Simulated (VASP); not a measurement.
Ge2TeO3, 6 atoms in the cell. It takes space group P6/mmm (No. 191, hexagonal). Conventional cell: a = 5.488 Å, b = 5.488 Å, c = 3.823 Å, α = 90.00°, β = 90.00°, γ = 120.00°. Within 2.5 Å of Ge (site symmetry -6m2) lie 2 O at 1.91 Å. Within 2.5 Å of Te (site symmetry 6/mmm) lie 2 O at 1.91 Å. Within 2.5 Å of O (site symmetry -6m2) lie 2 Ge at 1.91 Å. Within 2.5 Å of O (site symmetry 6/mmm) lie 2 Te at 1.91 Å. The cell was generated, and may not be a known phase.

```yaml
Program: VASP 6.6.1
Task: single point
Functional: PBE
Potentials_or_basis: VASP PAW PBE potentials, release 64 (Ge_d, Te, O)
Cutoff: 520 eV
k_mesh: 12 × 12 × 10
Occupations: gaussian, width 0.1 eV
Spin: no spin polarisation
Dipole_correction: no
Further_INCAR_settings: ALGO = Fast; EDIFF = 1e-06; NBANDS = 35
```

Potentials or basis: VASP PAW PBE potentials, release 64 (Ge_d, Te, O).

Launch:

```sh
$ cat potpaw_PBE.64/Ge_d/POTCAR potpaw_PBE.64/Te/POTCAR potpaw_PBE.64/O/POTCAR > POTCAR
$ mpirun -np 1 vasp_std > vasp.out
```

Hardware: 1 thread of Oxide Virtual Turin-like Processor (shared host).

Q: Estimate the wall time of this run.

A: Wall time 8.3 min on 1 thread of Oxide Virtual Turin-like Processor, with other jobs on the host, peak memory 0.43 GiB. Counts: scf iterations 16, k points 114.
